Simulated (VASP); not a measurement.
Set up this calculation in VASP 6.6.1, as the native input.

```yaml
Task: single point
Functional: PBEsol
Potentials_or_basis: VASP PAW PBE potentials, release 64 (N, B)
Cutoff: 520 eV
k_mesh: 12 × 12 × 4
Occupations: fermi-dirac, width 0.05 eV
Spin: no spin polarisation
Dipole_correction: no
Further_INCAR_settings: ALGO = Normal; EDIFF = 1e-07; NBANDS = 16
```

The structure of BN lies in POSCAR:

```
BN
1.0
    2.4982400000      0.0000000000      0.0000000000
   -1.2491200000      2.1635393048      0.0000000000
    0.0000000000      0.0000000000      6.6357000000
N B
2 2
Direct
    0.6666666667      0.3333333333      0.2500000000
    0.3333333333      0.6666666667      0.7500000000
    0.6666666667      0.3333333333      0.7500000000
    0.3333333333      0.6666666667      0.2500000000
```

The input as run:

INCAR

```
PREC = Accurate
ENCUT = 520
EDIFF = 1E-7
ISMEAR = -1
SIGMA = 0.05
LREAL = F
LASPH = T
NELM = 60
ALGO = Normal
ISIF = 2
LWAVE = F
LCHARG = F
GGA = PS
NBANDS = 16
```

KPOINTS

```
Automatic mesh
0
Gamma
  12 12 4
```

Potentials or basis: VASP PAW PBE potentials, release 64 (N, B).

The run is started by

```bash
$ cat potpaw_PBE.64/N/POTCAR potpaw_PBE.64/B/POTCAR > POTCAR
$ mpirun -np 1 vasp_std > vasp.out
```

Results of the run:

The pressure is 2.5 GPa and the band gap on the k mesh is 4.18 eV, indirect (least direct gap 4.60 eV).

Caveat: the PAW data sets were made with another functional, which shifts forces and pressure a little; this functional lacks dispersion, which binds the layers, so the pressure and a relaxed spacing across them are unreliable.

Wall time 13 s on 1 thread of Intel(R) Xeon(R) 6975P-C (Granite Rapids) (shared host), peak memory 0.16 GiB.
